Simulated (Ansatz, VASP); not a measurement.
Ge: VASP beside Ansatz

File INCAR:

```
SYSTEM = Ge
PREC = Accurate
ENCUT = 520
EDIFF = 1E-6
ISMEAR = 0
SIGMA = 0.15
LREAL = .False.
LASPH = .True.
NELM = 60
ALGO = Normal
ISIF = 2
LWAVE = .False.
LCHARG = .False.
GGA = PS
NBANDS = 66
```

Contents of KPOINTS:

```
regular mesh
0
Gamma
  11 11 3
  0 0 0
```

Contents of POSCAR:

```
Ge
1.0
   -2.0020822485     -3.4677081753      0.0000000000
    2.0020822485     -3.4677081753      0.0000000000
    0.0000000000      0.0000000000     13.8950496104
Ge
8
Direct
    0.0000000000      0.0000000000      0.1483434880
    0.0000000000      0.0000000000      0.3246684831
    0.0000000000      0.0000000000      0.6213554592
    0.0000000000      0.0000000000      0.7976804542
    0.6666666667      0.6666666667      0.0890579686
    0.3333333333      0.3333333333      0.3839540025
    0.3333333333      0.3333333333      0.5620699397
    0.6666666667      0.6666666667      0.8569659737
```

Input for Ansatz:

```yaml
crystal:
  lattice:
    - [-2.0020822485, -3.4677081753, 0.0]
    - [2.0020822485, -3.4677081753, 0.0]
    - [0.0, 0.0, 13.8950496104]
  atoms:
    - { symbol: Ge, position: [0.0, 0.0, 0.148343488] }
    - { symbol: Ge, position: [0.0, 0.0, 0.3246684831] }
    - { symbol: Ge, position: [0.0, 0.0, 0.6213554592] }
    - { symbol: Ge, position: [0.0, 0.0, 0.7976804542] }
    - { symbol: Ge, position: [0.6666666667, 0.6666666667, 0.0890579686] }
    - { symbol: Ge, position: [0.3333333333, 0.3333333333, 0.3839540025] }
    - { symbol: Ge, position: [0.3333333333, 0.3333333333, 0.5620699397] }
    - { symbol: Ge, position: [0.6666666667, 0.6666666667, 0.8569659737] }
basis:
  ecutwfc: 420
kpoints:
  mp_grid: { grid: [11, 11, 3] }
hamiltonian:
  xc: pbesol
scf:
  occupations: { method: gaussian, width: 0.15 }
output:
  forces: true
  stress: true
  eigenvalues: true
```

Alike in both runs: task single point; functional PBEsol; k mesh 11 × 11 × 3; occupations gaussian, width 0.15 eV; no spin polarisation.

```csv
,VASP,Ansatz
version,VASP 6.6.1,Ansatz 0.2.0
potentials or method,"VASP PAW PBE potentials, release 64 (Ge_d), cutoff 520 eV","scalar-relativistic, plane waves, PAW"
valence electrons in the cell,112,112
```

```tsv
	VASP	Ansatz	Ansatz less VASP
gap on the k mesh at the Fermi level (eV)	none	none	-
pressure (GPa)	-1.2	-1.0	+0.19
traceless stress, the component that is largest in VASP (GPa)	-2.37	-2.37	-0.007
rms of the force components (eV/Å)	0.334	0.335	+0.0007
```

VASP's potentials were made for PBE, not for PBEsol. Atom by atom the forces differ by 0.001 eV/Å (rms over components). A gap of «none» marks a metal or a gap that the smearing closes. The functional is the same, so the differences come from potentials, cutoffs and numerics.
